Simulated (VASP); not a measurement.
# Si17Ge7 (P1) in VASP: a series of runs

Si17Ge7 is run at these levels: r2SCAN; tasks: single point.

Everything below comes from runs of VASP 6.6.1. Logs are shortened: lines on timing, memory, paths and dates and some standing lists are left out, and cuts for length are marked.

### Step 1. The cell of the first run

The typed cell holds 24 atoms: a = 7.733 Å, b = 7.731 Å, c = 9.552 Å, α = 90.35°, β = 89.66°, γ = 119.09°.

### Step 2. Single point, r2SCAN

POSCAR

```
Si17Ge7
1.0
   -5.5058238366     -5.4292086734      0.0371092716
   -0.0359336297      5.4280330316      5.5045729974
   -5.5278260991      5.4883202075     -5.5289265436
Si Ge
17 7
Direct
    1.0007470253      0.9979109755      0.0011179602
    0.6671288601      0.3333314759      0.3350055370
    0.8348763361      0.6667514969      0.6667740714
    0.3336327480      0.6663817857      0.6671007845
    0.1660799235      0.8323119453      0.3351990228
    0.3299192149      0.1646957373      0.9177855985
    0.8353890620      0.1651646411      0.9197832603
    0.6683419299      0.3373866562      0.5827911374
    0.1677608032      0.3365557205      0.5847725204
    0.5023385623      0.4991150109      0.2508470710
    0.9977831869      0.5025686954      0.2520541789
    0.3330858363      0.6672844056      0.9146029823
    0.8347042893      0.6698918810      0.9140039312
    0.6652301761      0.8298689458      0.5860038089
    0.1649921953      0.8302022291      0.5826495503
    0.4971796554      1.0013208070      0.2540054495
    0.0019373519     -0.0018098893      0.2490887423
    0.5002436058     -0.0006110362      0.0025757207
    0.8334262241      0.1660635727      0.6686831585
    0.3337064210      0.1657504796      0.6670592737
    0.1674365615      0.3334718726      0.3336772106
    0.5008765252      0.4996962124     -0.0001834963
    1.0004616385      0.5007649086      1.0008517731
    0.6677373542      0.8330186630      0.3350270783
```

INCAR.step1

```
PREC = Accurate ; ENCUT = 520
ISMEAR = 0 ; SIGMA = 0.1
LREAL = Auto ; LASPH = T
NELM = 100 ; ISYM = 0
NBANDS = 101 ; GGA = PE
ALGO = Normal ; EDIFF = 1E-4
LWAVE = T ; LCHARG = F
```

INCAR.step2

```
PREC = Accurate ; ENCUT = 520
EDIFF = 1E-7 ; ISMEAR = 0
SIGMA = 0.1 ; LREAL = Auto
LASPH = T ; NELM = 100
ALGO = Normal ; ISIF = 2
LWAVE = F ; LCHARG = F
METAGGA = R2SCAN ; LMIXTAU = T
ISYM = 0 ; NBANDS = 101
ISTART = 1
```

KPOINTS

```
Automatic mesh
0
Gamma
  2 2 2
  0.5 0.5 0.5
```

Potentials or basis: VASP PAW PBE potentials, release 64 (Si, Ge_d).

Command:

```console
$ cat potpaw_PBE.64/Si/POTCAR potpaw_PBE.64/Ge_d/POTCAR > POTCAR
$ cp INCAR.step1 INCAR
$ mpirun -np 1 vasp_std > vasp.out
$ cp INCAR.step2 INCAR
$ mpirun -np 1 vasp_std > vasp.out
```

OUTCAR:

```text
PREC = Accurate
   ENCUT = 520
   EDIFF = 1E-7
   ISMEAR = 0
   LREAL = Auto
   LASPH = T
   NELM = 100
   ISIF = 2
   METAGGA = R2SCAN
   ISYM = 0
   ISTART = 1

 ion  position               nearest neighbor table
   1  0.001  0.998  0.001-   7 2.35   6 2.36  13 2.36  17 2.37
   2  0.667  0.333  0.335-  10 2.35   8 2.37  11 2.37  16 2.37
   3  0.835  0.667  0.667-  14 2.35  13 2.36   8 2.36  15 2.37
   4  0.334  0.666  0.667-   9 2.36  15 2.36  12 2.36  14 2.37
   5  0.166  0.832  0.335-  17 2.35  11 2.36  15 2.36  16 2.37
   6  0.330  0.165  0.918-   1 2.36  18 2.38  22 2.39  20 2.40
[... 16 lines left out ...]
  23  0.000  0.501  0.001-  13 2.39  12 2.39   7 2.39  11 2.40
  24  0.668  0.833  0.335-  10 2.39  16 2.39  14 2.40  17 2.40

IMPORTANT INFORMATION: All symmetrisations will be switched off!
NOSYMM: (Re-)initialisation of all symmetry stuff for point group C_1.

----------------------------------------------------------------------------------------

                                     Primitive cell

  volume of cell :     498.9585

  direct lattice vectors                    reciprocal lattice vectors
    -5.505823837 -5.429208673  0.037109272    -0.120695510 -0.061381847  0.059740450
    -0.035933630  5.428033032  5.504572997    -0.059752517  0.061420793  0.120710322
    -5.527826099  5.488320208 -5.528926544    -0.060299411  0.060738265 -0.060287344

  length of vectors
     7.732514471  7.730792825  9.552358285     0.148000198  0.148033304  0.104688679

  position of ions in fractional coordinates (direct lattice)
     0.000747025  0.997910975  0.001117960
     0.667128860  0.333331476  0.335005537
     0.834876336  0.666751497  0.666774071
     0.333632748  0.666381786  0.667100785
     0.166079923  0.832311945  0.335199023
     0.329919215  0.164695737  0.917785598
[... 16 lines left out ...]
     0.000461638  0.500764909  0.000851773
     0.667737354  0.833018663  0.335027078

  ion indices of the primitive-cell ions
   primitive index   ion index
                 1           1
                 2           2
                 3           3
                 4           4
                 5           5
                 6           6
[... 16 lines left out ...]
                23          23
                24          24

----------------------------------------------------------------------------------------

 KPOINTS: Automatic mesh

Automatic generation of k-mesh.
 Grid dimensions read from file:
 generate k-points for:    2    2    2

 Generating k-lattice:

  Cartesian coordinates                     Fractional coordinates (reciprocal lattice)
    -0.060347755 -0.030690924  0.029870225     0.500000000 -0.000000000  0.000000000
    -0.029876258  0.030710397  0.060355161    -0.000000000  0.500000000 -0.000000000
    -0.030149705  0.030369132 -0.030143672    -0.000000000  0.000000000  0.500000000

  Length of vectors
     0.074000099  0.074016652  0.052344340

  Shift w.r.t. Gamma in fractional coordinates (k-lattice)
     0.500000000  0.500000000  0.500000000

 Subroutine IBZKPT returns following result:
 ===========================================

 Found      4 irreducible k-points:

 Following reciprocal coordinates:
            Coordinates               Weight
  0.250000  0.250000  0.250000      2.000000
 -0.250000  0.250000  0.250000      2.000000
  0.250000 -0.250000  0.250000      2.000000
 -0.250000 -0.250000  0.250000      2.000000
   k-points           NKPTS =      4   k-points in BZ     NKDIM =      4   number of bands    NBANDS=    101
   number of dos      NEDOS =    301   number of ions     NIONS =     24
   total plane-waves  NPLWV = 259200
   dimension x,y,z NGX =    60 NGY =   60 NGZ =   72
   dimension x,y,z NGXF=   120 NGYF=  120 NGZF=  144
   ions per type =              17   7
   NGX,Y,Z   is equivalent  to a cutoff of  12.90, 12.90, 12.53 a.u.
   NGXF,Y,Z  is equivalent  to a cutoff of  25.80, 25.81, 25.06 a.u.
 SYSTEM =  unknown system
   PREC   = accura    normal or accurate (medium, high low for compatibility)
[... 38 lines left out ...]
 Gauss-broadening in eV      SIGMA  =   0.10
  energy-cutoff  :      520.00
  volume of cell :      498.96
 maximum number of plane-waves:     13451
 NGX is ok and might be reduce to    60
   NGX = 29   NGY = 29   NGZ = 35

 number of electron     165.9999957 magnetization

 Free energy of the ion-electron system (eV)
  ---------------------------------------------------
  ext. energy  EPLUGINS =         0.00000000
  ---------------------------------------------------
  free energy    TOTEN  =      -246.43802385 eV

  energy without entropy =     -246.43802385  energy(sigma->0) =     -246.43802385

 E-fermi :   5.5896     XC(G=0): -10.1684

 val. band max:        5.1113264514   @ k =   0.2500  -0.2500   0.2500
 cond. band min:       6.1365616764   @ k =  -0.2500   0.2500   0.2500
 fundamental gap:      1.0252352250
 Fermi energy:         5.5895622146

 k-point     1 :       0.2500    0.2500    0.2500
  band No.  band energies     occupation
      1     -19.4753      2.00000
      2     -19.4747      2.00000
      3     -19.4724      2.00000
      4     -19.4718      2.00000
      5     -19.4692      2.00000
      6     -19.4677      2.00000
[... 87 lines left out ...]
     94       8.5195      0.00000
     95       8.6355      0.00000

 k-point     2 :      -0.2500    0.2500    0.2500
  band No.  band energies     occupation
      1     -19.4755      2.00000
      2     -19.4748      2.00000
      3     -19.4727      2.00000
      4     -19.4716      2.00000
      5     -19.4705      2.00000
      6     -19.4676      2.00000
[... 87 lines left out ...]
     94       7.8864      0.00000
     95       8.0478      0.00000

 k-point     3 :       0.2500   -0.2500    0.2500
  band No.  band energies     occupation
      1     -19.4756      2.00000
      2     -19.4748      2.00000
      3     -19.4726      2.00000
      4     -19.4716      2.00000
      5     -19.4704      2.00000
      6     -19.4675      2.00000
[... 87 lines left out ...]
     94       7.9625      0.00000
     95       8.0106      0.00000

 k-point     4 :      -0.2500   -0.2500    0.2500
  band No.  band energies     occupation
      1     -19.4754      2.00000
      2     -19.4748      2.00000
      3     -19.4721      2.00000
      4     -19.4719      2.00000
      5     -19.4692      2.00000
      6     -19.4677      2.00000
[... 87 lines left out ...]
     94       8.5082      0.00000
     95       8.6311      0.00000
 [bands above 95 left out]

------------------------ aborting loop because EDIFF is reached ----------------------------------------

  FORCE on cell =-STRESS in cart. coord.  units (eV):
  Direction    XX          YY          ZZ          XY          YZ          ZX
  --------------------------------------------------------------------------------------
  -------------------------------------------------------------------------------------
  Total       -0.3463740     -0.1486767     -0.3511075      0.0550620      0.1658050      0.2409946
  in kB       -1.1122219     -0.4774073     -1.1274212      0.1768065      0.5324070      0.7738440
  external PRESSURE =      -0.9056835 kB  Pullay stress =       0.0000000 kB

 VOLUME and BASIS-vectors are now :
 -----------------------------------------------------------------------------
  energy-cutoff  :      520.00
  volume of cell :      498.96
      direct lattice vectors                 reciprocal lattice vectors
    -5.505823837 -5.429208673  0.037109272    -0.120695510 -0.061381847  0.059740450
    -0.035933630  5.428033032  5.504572997    -0.059752517  0.061420793  0.120710322
    -5.527826099  5.488320208 -5.528926544    -0.060299411  0.060738265 -0.060287344

 POSITION                                       TOTAL-FORCE (eV/Angst)
 -----------------------------------------------------------------------------------
     -0.04615      5.41877      5.48692         0.002959     -0.001885      0.020528
     -5.53692      0.02597      0.00738        -0.010241     -0.009314     -0.003414
     -8.30645      2.74590      0.01462        -0.001922     -0.005057     -0.009749
     -5.54849      5.46704     -0.00782         0.001433     -0.009526      0.003565
     -2.79724      5.45581      2.73439        -0.011881     -0.007196      0.005104
     -6.89575      4.13987     -4.15555         0.006256      0.022244     -0.009701
[... 16 lines left out ...]
     -0.02524      2.72034      2.75180        -0.001694     -0.005869     -0.010231
     -5.55835      2.73510      2.75785        -0.000660     -0.014973     -0.001433
 -----------------------------------------------------------------------------------
    total drift:                                0.002471      0.048324     -0.000833

  FREE ENERGIE OF THE ION-ELECTRON SYSTEM (eV)
  ---------------------------------------------------
  free  energy   TOTEN  =      -246.4380238544 eV

  energy  without entropy=     -246.4380238544  energy(sigma->0) =     -246.43802385
```

Run time: 19 min. Hardware: 1 thread of Intel Xeon 6975P-C, shared host; peak memory 0.66 GiB.

What came out:

```yaml
Free_energy: -246.4380 eV
Pressure: -0.1 GPa
Largest_force: 0.034 eV/Å
Band_gap_on_the_k_mesh: 1.03 eV, indirect (least direct gap 1.37 eV)
```

Forces on the atoms (eV/Å):
```
Si   0.003 -0.002  0.021
Si  -0.010 -0.009 -0.003
Si  -0.002 -0.005 -0.010
Si   0.001 -0.010  0.004
Si  -0.012 -0.007  0.005
Si   0.006  0.022 -0.010
Si  -0.011 -0.004 -0.019
Si  -0.002  0.006  0.011
Si  -0.007  0.018  0.006
Si  -0.005  0.004 -0.014
Si   0.000  0.028 -0.003
Si   0.011 -0.003  0.002
Si   0.000 -0.003  0.022
Si  -0.009  0.010 -0.012
Si   0.022 -0.007 -0.003
Si  -0.006  0.033  0.003
Si   0.006 -0.018 -0.006
Ge   0.004 -0.014  0.011
Ge  -0.002 -0.014  0.003
Ge   0.003  0.006 -0.002
Ge   0.007 -0.004 -0.001
Ge   0.006 -0.007  0.007
Ge  -0.002 -0.006 -0.010
Ge  -0.001 -0.015 -0.001
```

Levels at points of the mesh, in eV from the valence-band top:
```
           k point  band 80  band 81  band 82  band 83  band 84  band 85  band 86  band 87
(0.25, 0.25, 0.25)    -1.19    -1.14    -0.68    -0.58     1.86     2.30     2.55     2.81
```

Caveat: the PAW data sets were made with another functional, which shifts forces and pressure a little.

### Step 3. Single point, r2SCAN

POSCAR

```
Si17Ge7
1.0
   -5.5054852721     -5.4320961365      0.0357130447
   -0.0360565815      5.4324396733      5.5054583484
   -5.5275640103      5.4898879194     -5.5268500131
Si Ge
17 7
Direct
    0.4979855340      0.0012438456      0.0018035837
    0.0028859596     -0.0016278294      1.0020127010
    0.3331322934      0.1664181855      0.6687353801
    0.1648066403      0.3312134864      0.3337416792
    0.5019114329      0.4985637117     -0.0034082753
    0.8336252215      0.6678566225      0.6673245213
    0.3349619813      0.6668709966      0.6619819111
    0.6686399345      0.8360305931      0.3320475060
    0.3328601399      0.1671115366      0.9168617381
    0.6637569687      0.3361534304      0.5866839360
    0.1705440118      0.3349635266      0.5814867855
    0.0020096575      0.4998251042      0.2530842866
    0.8314182383      0.6704108480      0.9155900490
    0.6655350530      0.8308003721      0.5793910581
    0.1665295426      0.8346285077      0.5866718475
    0.5007853887     -0.0012517506      0.2489534687
    0.9983498361      0.0019725667      0.2492855480
    0.8338733197      0.1661675017      0.6635938302
    0.6681167634      0.3316499895      0.3354567784
    0.9986161944      0.5029766277      1.0022225187
    0.1671856685      0.8345861917      0.3356870332
    0.8316776408      0.1629379583      0.9188527070
    0.4979723337      0.5024639979      0.2470569887
    0.3369037410      0.6692695825      0.9132958175
```

INCAR.step1

```
SYSTEM = Si17Ge7
PREC = Accurate
ENCUT = 520
ISMEAR = 0
SIGMA = 0.1
LREAL = Auto
LASPH = .TRUE.
NELM = 80
NBANDS = 101
ISYM = 0
GGA = PE
ALGO = Normal
EDIFF = 1E-4
LWAVE = .TRUE.
LCHARG = .FALSE.
```

INCAR.step2

```
SYSTEM = Si17Ge7
PREC = Accurate
ENCUT = 520
EDIFF = 1E-7
ISMEAR = 0
SIGMA = 0.1
LREAL = Auto
LASPH = .TRUE.
NELM = 80
ALGO = Normal
ISIF = 2
LWAVE = .FALSE.
LCHARG = .FALSE.
METAGGA = R2SCAN
LMIXTAU = .TRUE.
NBANDS = 101
ISYM = 0
ISTART = 1
```

KPOINTS is that of step 2.

Potentials or basis: VASP PAW PBE potentials, release 64 (Si, Ge_d).

Command:

```console
$ cat potpaw_PBE.64/Si/POTCAR potpaw_PBE.64/Ge_d/POTCAR > POTCAR
$ cp INCAR.step1 INCAR
$ mpirun -np 1 vasp_std > vasp.out
$ cp INCAR.step2 INCAR
$ mpirun -np 1 vasp_std > vasp.out
```

Run time: 20 min. Hardware: 1 thread of Intel Xeon 6975P-C, shared host; peak memory 0.66 GiB.

The run converged. Its results:

* Free energy: -246.4681 eV
* Pressure: -0.1 GPa
* Largest force: 0.041 eV/Å
* Band gap on the k mesh: 1.00 eV, indirect (least direct gap 1.35 eV)

Forces on the atoms (eV/Å):
```
Si  -0.011 -0.003  0.000
Si  -0.022 -0.010 -0.025
Si   0.008 -0.010 -0.003
Si   0.007  0.007 -0.014
Si  -0.017 -0.023 -0.022
Si   0.000  0.002  0.015
Si   0.029 -0.013  0.023
Si  -0.016  0.008  0.015
Si   0.003  0.005  0.007
Si  -0.002  0.005 -0.002
Si   0.005 -0.006  0.003
Si  -0.009 -0.002  0.000
Si   0.030  0.012  0.025
Si  -0.007 -0.007 -0.010
Si  -0.013  0.022 -0.008
Si  -0.002 -0.005 -0.002
Si   0.015  0.014  0.018
Ge   0.017 -0.024  0.013
Ge  -0.005  0.008 -0.018
Ge  -0.008 -0.014 -0.027
Ge   0.002 -0.013 -0.003
Ge  -0.008  0.040 -0.004
Ge   0.009 -0.008  0.009
Ge  -0.005  0.016  0.009
```

Stress tensor (GPa, compression positive):
```
-0.08  0.02  0.06
 0.02 -0.09  0.01
 0.06  0.01 -0.07
```

Levels at points of the mesh, in eV from the valence-band top:
```csv
k point,band 79,band 80,band 81,band 82,band 83,band 84,band 85,band 86,band 87,band 88
"(0.25, 0.25, 0.25)",-1.27,-1.22,-1.15,-0.70,-0.59,1.83,2.26,2.52,2.75,2.84
```

Caveat: the PAW data sets were made with another functional, which shifts forces and pressure a little. r2SCAN opens gaps a little over a GGA but as a rule still falls short of measured ones.

### Step 4. Single point, r2SCAN

POSCAR

```
Si17Ge7
1.0
   -5.5072034031     -5.4324165212      0.0351235410
   -0.0344147616      5.4317077418      5.5083515583
   -5.5293612704      5.4896979295     -5.5319269844
Si Ge
17 7
Direct
    1.0030476975     -0.0031217345      1.0005833004
    0.3353127875      0.1650954788      0.6671735443
    0.6684735689      0.3391296401      0.3347530930
    0.5013409639      0.5006029119     -0.0024145004
    1.0018375228      0.5055165354      1.0021259973
    0.8341571088      0.6668892262      0.6691182197
    0.3346641367      0.6700513408      0.6686149739
    0.1627764899      0.8316814261      0.3380804577
    0.3314542402      0.1698552703      0.9145880065
    0.6644598827      0.3383891260      0.5826973857
    0.5021198399      0.4994329744      0.2447723657
    0.9977831223      0.5049231968      0.2497530429
    0.3309090168      0.6642385136      0.9165857707
    0.8334147574      0.6673432546      0.9161302275
    0.6651139863      0.8296749031      0.5864457306
    0.1652113518      0.8337581515      0.5856354313
    1.0022028679      0.9976017630      0.2481461012
    0.4950988188     -0.0013913969      0.0003352701
    0.8304558975      0.1665202516      0.6647386913
    0.1676146246      0.3342292387      0.3272136173
    0.6690725730      0.8297905024      0.3348102333
    0.8369479000      0.1695980666      0.9205618105
    0.1713790884      0.3365631030      0.5827072963
    0.4968155405      0.0028518722      0.2553443299
```

INCAR.step1

```
PREC = Accurate
ENCUT = 520
ISMEAR = 0
SIGMA = 0.1
LREAL = Auto
LASPH = T
NELM = 60
NBANDS = 101
ISYM = 0
GGA = PE
ALGO = Normal
EDIFF = 1E-4
LWAVE = T
LCHARG = F
```

INCAR.step2

```
PREC = Accurate
ENCUT = 520
EDIFF = 1E-7
ISMEAR = 0
SIGMA = 0.1
LREAL = Auto
LASPH = T
NELM = 60
ALGO = Normal
ISIF = 2
LWAVE = F
LCHARG = T
METAGGA = R2SCAN
LMIXTAU = T
LELF = T
LVHAR = T
NBANDS = 101
ISYM = 0
ISTART = 1
```

KPOINTS is that of step 3.

Command:

```console
$ cat potpaw_PBE.64/Si/POTCAR potpaw_PBE.64/Ge_d/POTCAR > POTCAR
$ cp INCAR.step1 INCAR
$ mpirun -np 1 vasp_std > vasp.out
$ cp INCAR.step2 INCAR
$ mpirun -np 1 vasp_std > vasp.out
```

Run time: 21 min. Hardware: 1 thread of AMD EPYC 7R43 (Zen 3), shared host; peak memory 0.62 GiB.

It converged, with:

```
Free energy            : -246.4880 eV
Pressure               : -0.1 GPa
Largest force          : 0.049 eV/Å
Band gap on the k mesh : 1.01 eV, indirect (least direct gap 1.36 eV)
```

Forces on the atoms (eV/Å):
```
Si  -0.025 -0.018 -0.013
Si  -0.028 -0.005 -0.010
Si  -0.001  0.030  0.017
Si  -0.018  0.006 -0.008
Si  -0.011  0.009  0.002
Si  -0.015  0.016  0.000
Si  -0.026  0.011  0.000
Si  -0.004  0.028 -0.011
Si   0.022  0.005  0.009
Si   0.029  0.013  0.011
Si   0.016 -0.045 -0.009
Si   0.030  0.015  0.021
Si   0.021 -0.011  0.001
Si   0.015 -0.009  0.003
Si   0.007 -0.001 -0.032
Si   0.015 -0.014  0.003
Si   0.006 -0.035 -0.003
Ge  -0.001  0.004  0.007
Ge  -0.001  0.001  0.001
Ge  -0.021 -0.008 -0.003
Ge  -0.020 -0.013 -0.001
Ge  -0.011  0.008  0.004
Ge   0.009  0.005  0.013
Ge   0.012  0.009  0.000
```

Stress tensor (GPa, compression positive):
```
-0.12  0.01 -0.03
 0.01 -0.11  0.08
-0.03  0.08 -0.15
```

Levels at points of the mesh, in eV from the valence-band top:
```tsv
k point	band 81	band 82	band 83	band 84	band 85	band 86
(0.25, 0.25, 0.25)	-1.11	-0.69	-0.58	1.84	2.25	2.49
```

Caveat: the PAW data sets were made with another functional, which shifts forces and pressure a little. r2SCAN opens gaps a little over a GGA but as a rule still falls short of measured ones.

### Step 5. Overview

```csv
cell,gap on the mesh (eV),pressure (GPa),largest force (eV/Å)
"a = 7.733, b = 7.731, c = 9.552 Å, angles 90.3, 89.7, 119.1°, 24 atoms",1.03,-0.1,0.03
"a = 7.734, b = 7.735, c = 9.552 Å, angles 90.3, 89.7, 119.1°, 24 atoms",1.00,-0.1,0.04
"a = 7.736, b = 7.736, c = 9.556 Å, angles 90.4, 89.7, 119.1°, 24 atoms",1.01,-0.1,0.05
```

Alike in all rows: task single point; level r2SCAN; potentials or basis VASP PAW PBE potentials, release 64 (Si, Ge_d); no spin polarisation; k mesh 2 × 2 × 2, shifted; cutoff (eV) 520; smearing gaussian 0.1 eV.

Caveats: the PAW data sets were made with another functional, which shifts forces and pressure a little.

Total energies depend on the potentials used, so only differences within one code and one set of settings carry meaning.
